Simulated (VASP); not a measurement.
Input of a VASP 6.6.1 run:

The input INCAR:

```
PREC = Accurate ; ENCUT = 520
EDIFF = 1E-7 ; ISMEAR = 0
SIGMA = 0.1 ; LREAL = False
LASPH = True ; NELM = 80
ALGO = Normal ; ISIF = 2
LWAVE = False ; LCHARG = False
GGA = PE ; NBANDS = 15
```

Contents of KPOINTS:

```
regular mesh
0
Gamma
  6 6 6
```

Contents of POSCAR:

```
CuP
1.0
    3.1778073947      0.0000000000      0.0000000000
   -1.5889036973      2.7520619321      0.0000000000
    0.0000000000      0.0000000000      3.0994699771
Cu P
1 1
Direct
    0.0000000000      0.0000000000      0.0000000000
    0.6666666667      0.3333333333      0.5000000000
```

Potentials or basis: VASP PAW PBE potentials, release 64 (Cu, P).

Command:

```bash
$ cat potpaw_PBE.64/Cu/POTCAR potpaw_PBE.64/P/POTCAR > POTCAR
$ mpirun -np 1 vasp_std > vasp.out
```

Q: What does it give for the pressure?

A: 9.5 GPa.

Q: Estimate the band gap on the k mesh.

A: Zero (band 8 reaches 11.46 eV, above the bottom of band 9 at 7.75 eV).

Stress tensor (GPa, compression positive):
```
10.97  0.00  0.00
 0.00 10.97  0.00
 0.00  0.00  6.69
```

Caveat: the k points lie up to 0.38 Å⁻¹ apart.
